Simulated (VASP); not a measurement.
CsH3, 8 atoms in the cell. Symmetry: I4/mmm, No. 139, tetragonal system. Conventional cell: a = 4.211 Å, b = 4.211 Å, c = 8.318 Å, α = 90.00°, β = 90.00°, γ = 90.00°. Cs (site symmetry 4/mmm) has 14 H at 2.98 to 3.16 Å within 3.9 Å. Within 1.4 Å of H (site symmetry 4mm) lie 1 H at 1.04 Å. Within 1.4 Å of H (site symmetry 4/mmm) lie 2 H at 1.04 Å. 

* Program: VASP 6.6.1
* Task: single point
* Functional: PBE
* Potentials or basis: VASP PAW PBE potentials, release 64 (Cs_sv, H)
* Cutoff: 520 eV
* k mesh: 4 × 4 × 4
* Occupations: gaussian, width 0.1 eV
* Spin: no spin polarisation
* Dipole correction: no
* Further INCAR settings: ALGO = Normal; EDIFF = 1e-06; NBANDS = 22

Potentials or basis: VASP PAW PBE potentials, release 64 (Cs_sv, H).

Run with:

```console
$ cat potpaw_PBE.64/Cs_sv/POTCAR potpaw_PBE.64/H/POTCAR > POTCAR
$ mpirun -np 1 vasp_std > vasp.out
```

Hardware: 1 thread of Intel(R) Xeon(R) 6975P-C (Granite Rapids), with other jobs on the host.

**Question.** How long does it take, and how much memory?

**Answer.** It took 43 s on 1 thread of Intel(R) Xeon(R) 6975P-C (Granite Rapids), on a shared host, peak memory 0.28 GiB. Counts: scf iterations 14, k points 24.
